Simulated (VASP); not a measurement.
Crystal: HfHgF.

```xyz
3
Lattice="4.8302 0.0000 0.0000 -2.4151 4.1831 0.0000 0.0000 0.0000 3.0811" Properties=species:S:1:pos:R:3 pbc="T T T"
Hf    2.4151    1.3944    1.5405
Hg    0.0000    2.7887    1.5405
F     0.0000    0.0000    0.0000
```

```yaml
Program: VASP 6.6.1
Task: relaxation of cell and atoms
Functional: PBE
Potentials_or_basis: VASP PAW PBE potentials, release 64 (Hf_pv, Hg, F)
Cutoff: 600 eV
k_mesh: 6 × 6 × 6
Occupations: gaussian, width 0.1 eV
Spin: no spin polarisation
```

At the start: pressure -1.3 GPa; volume 20.75 Å³/atom.

Problem. Where does the relaxation end?

Solution. Over 4 steps the energy falls by 2.1 meV/atom and the volume is 20.30 Å³/atom (-2.2 %); space group P-6m2 (No. 187, to 0.05 Å).

The path:
```csv
step,energy change (eV),largest force (eV/Å),pressure (GPa),volume (Å³)
1,0.0000,0.0000,-1.30,62.25
2,-0.0058,0.0000,0.26,60.75
3,-0.0059,0.0000,0.07,60.91
4,-0.0064,0.0000,0.00,60.90
```

Final structure:
```xyz
3
Lattice="4.8077 0.0000 0.0000 -2.4039 4.1636 0.0000 0.0000 0.0000 3.0421" Properties=species:S:1:pos:R:3 pbc="T T T"
Hf    2.4039    1.3879    1.5211
Hg    0.0000    2.7757    1.5211
F     0.0000    0.0000    3.0421
```

Caveat: an odd number of electrons without spin polarisation forces a metal; a magnetic or distorted state may lie lower.
